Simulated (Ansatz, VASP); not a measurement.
# One calculation of Cd, two programs

```xyz
2
Lattice="2.8819 0.0000 0.0000 -1.4409 2.4958 0.0000 0.0000 0.0000 5.6384" Properties=species:S:1:pos:R:3 pbc="T T T"
Cd    0.0000    1.6638    1.4096
Cd    1.4409    0.8319    4.2288
```

Alike in both runs: task single point; functional LDA; k mesh 18 × 18 × 8; occupations fermi-dirac, width 0.1 eV; no spin polarisation.

|  | VASP | Ansatz |
| --- | --- | --- |
| version | VASP 6.6.1 | Ansatz 0.2.0 |
| potentials or method | VASP PAW LDA potentials, release 64 (Cd), cutoff 520 eV | plane waves (420 eV) with PAW, scalar-relativistic |
| valence electrons in the cell | 24 | 40 |

|  | VASP | Ansatz | Ansatz less VASP |
| --- | --- | --- | --- |
| pressure (GPa) | 0.7 | 0.0 | -0.71 |
| traceless stress, the component that is largest in VASP (GPa) | -1.45 | -1.07 | +0.379 |

Ansatz warns that its potentials were made for another functional, while VASP's fit it. LDA's correlation is that of Perdew and Zunger in VASP and of Perdew and Wang (1992) in Ansatz. VASP's potentials hold 24 valence electrons a cell and Ansatz's 40, so a difference there can come from the potentials and not from the codes.
